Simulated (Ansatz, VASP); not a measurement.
# C: VASP beside Ansatz

```
CELL_PARAMETERS angstrom
0.00000 1.81907 1.78340
1.81907 0.00000 1.78340
1.81907 1.81907 0.00000
ATOMIC_POSITIONS crystal
C 0.50000 0.50000 0.50000
C 0.75000 0.75000 0.75000
```

Change from the starting cell: equal xx and yy strain of +2 %, crystal datasets.

Alike in both runs: task electric field gradients; functional LDA; k mesh 16 × 16 × 16; occupations fermi-dirac, width 0.03 eV; no spin polarisation.

```csv
,VASP,Ansatz
version,VASP 6.6.1,Ansatz 0.2.0
potentials or method,"VASP PAW LDA potentials, release 64 (C), cutoff 520 eV","all-electron PAW with datasets made for the crystal, scalar-relativistic"
```

Ansatz gave:

| Quantity | Value |
| --- | --- |
| gap on the k mesh at the Fermi level (eV) | 3.52 |
| pressure (GPa) | -28.4 |
| traceless stress, the component that is largest in VASP (GPa) | 11.49 |
| size of Vzz on the site where it differs most (V/Å²) | 0.8 |

Task: What did VASP give for the same quantities?

Result: gap on the k mesh at the Fermi level (eV): 3.51; pressure (GPa): -27.2; traceless stress, the component that is largest in VASP (GPa): 11.46; size of Vzz on the site where it differs most (V/Å²): 0.7.

LDA's correlation is that of Perdew and Zunger in VASP and of Perdew and Wang (1992) in Ansatz. Ansatz ran all-electron here, and VASP with PAW potentials.
